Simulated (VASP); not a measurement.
Here is a VASP 6.6.1 calculation.

File INCAR:

```
PREC = Accurate
ENCUT = 520
EDIFF = 1E-7
ISMEAR = -1
SIGMA = 0.05
LREAL = False
LASPH = True
NELM = 80
ALGO = Normal
ISIF = 2
LWAVE = False
LCHARG = True
GGA = PS
LELF = True
LVHAR = True
NBANDS = 9
```

File KPOINTS:

```
regular mesh
0
Gamma
  10 10 10
```

The input POSCAR:

```
S
1.0
    0.0000000000      1.9943500000      1.9943500000
    1.9943500000      0.0000000000      1.9943500000
    1.9943500000      1.9943500000      0.0000000000
S
1
Direct
    0.0000000000      0.0000000000      0.0000000000
```

Potentials or basis: VASP PAW PBE potentials, release 64 (S).

Launch:

```sh
$ cat potpaw_PBE.64/S/POTCAR > POTCAR
$ mpirun -np 1 vasp_std > vasp.out
```

**Question.** Predict the pressure.

**Answer.** -5.8 GPa.

**Question.** Estimate the band gap on the k mesh.

**Answer.** Zero (band 3 reaches 10.58 eV, above the bottom of band 4 at 4.94 eV).

Caveat: the PAW data sets were made with another functional, which shifts forces and pressure a little.
